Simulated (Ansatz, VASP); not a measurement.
## Two plane-wave programs on Si7Ge

```
Si Ge
1.0
     5.52177   -0.04205    0.04096
    -0.04205    5.34270   -0.11036
     0.04096   -0.11036    5.73803
Si Ge
7 1
Direct
  0.24716 0.24337 0.25968
  0.00363 0.49075 0.52759
  0.53227 0.51358 0.07448
  0.50154 0.03525 0.48953
  0.73759 0.28202 0.74915
  0.74645 0.69578 0.21493
  0.25254 0.77096 0.73690
  0.97882 0.96830 0.94773
```

Change from the starting cell: all atoms moved at random (sigma 0.15 Å a component), cell strained at random (sigma 0.03).

Alike in both runs: task single point; functional r2SCAN; k mesh 6 × 6 × 6; occupations gaussian, width 0.05 eV; no spin polarisation.

```csv
,VASP,Ansatz
version,VASP 6.6.1,Ansatz 0.2.0
potentials or method,"VASP PAW PBE potentials, release 64 (Si, Ge_d), cutoff 520 eV","scalar-relativistic, plane waves, PAW"
valence electrons in the cell,42,42
```

Ansatz gave:

```
gap on the k mesh at the Fermi level (eV)                     : none
pressure (GPa)                                                : 8.3
traceless stress, the component that is largest in VASP (GPa) : 12.28
rms of the force components (eV/Å)                            : 6.489
```

Question: Estimate VASP's values.

Answer: gap on the k mesh at the Fermi level (eV): none; pressure (GPa): 7.9; traceless stress, the component that is largest in VASP (GPa): 12.07; rms of the force components (eV/Å): 6.406.

VASP's potentials were made for PBE, not for r2SCAN. Atom by atom the forces differ by 0.085 eV/Å (rms over components). A gap of «none» marks a metal or a gap that the smearing closes.
